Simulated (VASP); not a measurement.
The system is WC.

```
W C
1.0
     2.90650    0.00000    0.00000
    -1.45325    2.51710    0.00000
     0.00000    0.00000    2.83660
W C
1 1
Direct
  0.00000 0.00000 0.00000
  0.66667 0.33333 0.50000
```

* Program: VASP 6.6.1
* Task: relaxation of cell and atoms
* Functional: PBE
* Potentials or basis: VASP PAW PBE potentials, release 64 (W_sv, C)
* Cutoff: 600 eV
* k mesh: 10 × 10 × 9
* Occupations: fermi-dirac, width 0.05 eV
* Spin: no spin polarisation
* Hubbard terms: W d U = 5.0 eV

At the start: pressure 18.0 GPa; volume 10.38 Å³/atom.

Where does the relaxation end?

Over 9 steps the energy falls by 25.8 meV/atom and the volume is 10.85 Å³/atom (+4.6 %); space group P-6m2 (No. 187, to 0.1 Å) before and after.

The path:
| step | energy change (eV) | largest force (eV/Å) | pressure (GPa) | volume (Å³) |
| --- | --- | --- | --- | --- |
| 1 | 0.0000 | 0.0000 | 18.03 | 20.75 |
| 2 | 0.2769 | 0.0000 | -34.16 | 24.46 |
| 3 | -0.0513 | 0.0000 | -0.74 | 21.75 |
| 4 | -0.0514 | 0.0000 | 0.00 | 21.70 |
| 5 | -0.0514 | 0.0000 | 0.32 | 21.68 |
| 6 | -0.0515 | 0.0000 | 0.28 | 21.70 |
| 7 | -0.0517 | 0.0000 | 0.29 | 21.69 |
| 8 | -0.0516 | 0.0000 | -0.48 | 21.74 |
| 9 | -0.0517 | 0.0000 | 0.00 | 21.71 |

Final structure:
```cif
data_structure
_symmetry_space_group_name_H-M 'P 1'
_symmetry_Int_Tables_number 1
_cell_length_a 2.9522
_cell_length_b 2.9522
_cell_length_c 2.8762
_cell_angle_alpha 90.000
_cell_angle_beta 90.000
_cell_angle_gamma 120.000
_cell_volume 21.71
loop_
_atom_site_label
_atom_site_type_symbol
_atom_site_fract_x
_atom_site_fract_y
_atom_site_fract_z
_atom_site_occupancy
W1 W 0.00000 0.00000 0.00000 1
C1 C 0.66667 0.33333 0.50000 1
```

Caveat: U without spin polarisation on a metal has little footing; the U is typed as a test and isn't derived for this compound.
